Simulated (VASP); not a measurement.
A run of VASP 6.6.1 is set up as follows.

File INCAR:

```
ALGO = Normal ; EDIFF = 1E-7
ENCUT = 520 ; GGA = PS
ISIF = 2 ; ISMEAR = -1
LASPH = T ; LCHARG = F
LREAL = F ; LWAVE = F
NBANDS = 12 ; NELM = 100
PREC = Accurate ; SIGMA = 0.1
```

File KPOINTS:

```
k-points
0
Gamma
  12 12 12
```

Contents of POSCAR:

```
Hg
1.0
    0.0000000000      2.2693289483      2.2693289483
    2.2693289483      0.0000000000      2.2693289483
    2.2693289483      2.2693289483      0.0000000000
Hg
1
Direct
    0.0000000000      0.0000000000      0.0000000000
```

Potentials or basis: VASP PAW PBE potentials, release 64 (Hg).

Run with:

```bash
$ cat potpaw_PBE.64/Hg/POTCAR > POTCAR
$ mpirun -np 1 vasp_std > vasp.out
```

Task: Predict the band gap on the k mesh.

Result: Zero (band 6 reaches 3.00 eV, above the bottom of band 7 at 1.04 eV).

Task: Predict the pressure.

Result: 0.4 GPa.

Caveat: the PAW data sets were made with another functional, which shifts forces and pressure a little; spin-orbit coupling is left out, which moves the levels of the heavy elements.
